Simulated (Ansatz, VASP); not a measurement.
**K: VASP beside Ansatz**

File INCAR:

```
ALGO = Normal
DIPOL = 0.5 0.5 0.500
EDIFF = 1E-6
ENCUT = 520
GGA = PE
IDIPOL = 3
ISIF = 2
ISMEAR = -1
LASPH = True
LCHARG = False
LDIPOL = True
LREAL = False
LWAVE = False
NBANDS = 16
NELM = 60
PREC = Accurate
SIGMA = 0.05
```

KPOINTS

```
k-points
0
Gamma
  4 5 1
```

File POSCAR:

```
K
1.0
    8.1375084180      0.0000000000      0.0000000000
    0.0000000000      7.7663174960      0.0000000000
    0.0000000000      0.0000000000     20.0000000000
K
2
Direct
    0.3333333330      0.7500000000      0.5000000000
    0.6666666670      0.2500000000      0.5000000000
```

Input for Ansatz:

```yaml
crystal:
  lattice:
    - [8.137508418, 0.0, 0.0]
    - [0.0, 7.766317496, 0.0]
    - [0.0, 0.0, 20.0]
  atoms:
    - { symbol: K, position: [0.333333333, 0.75, 0.5] }
    - { symbol: K, position: [0.666666667, 0.25, 0.5] }
kpoints:
  mp_grid: { grid: [4, 5, 1] }
scf:
  occupations: { method: fermi_dirac, width: 0.05 }
hamiltonian:
  xc: pbe
  pseudopotentials: { kind: paw }
output:
  forces: true
  stress: true
  eigenvalues: true
  populations: true
efield:
  axis: 3
  amplitude: 0
  dipole_correction: true
```

Alike in both runs: task single point; functional PBE; k mesh 4 × 5 × 1; occupations fermi-dirac, width 0.05 eV; no spin polarisation.

|  | VASP | Ansatz |
| --- | --- | --- |
| version | VASP 6.6.1 | Ansatz 0.2.0 |
| potentials or method | VASP PAW PBE potentials, release 64 (K_sv) | PAW with Ansatz's default frozen-core files, scalar-relativistic |
| plane-wave cutoff (eV) | 520 | 420 |
| valence electrons in the cell | 18 | 18 |

|  | VASP | Ansatz | Ansatz less VASP |
| --- | --- | --- | --- |
| rms of the force components (eV/Å) | 0.035 | 0.035 | 0.0000 |

Atom by atom the forces differ by 0.000 eV/Å (rms over components). The functional is the same, so the differences come from potentials, cutoffs and numerics.
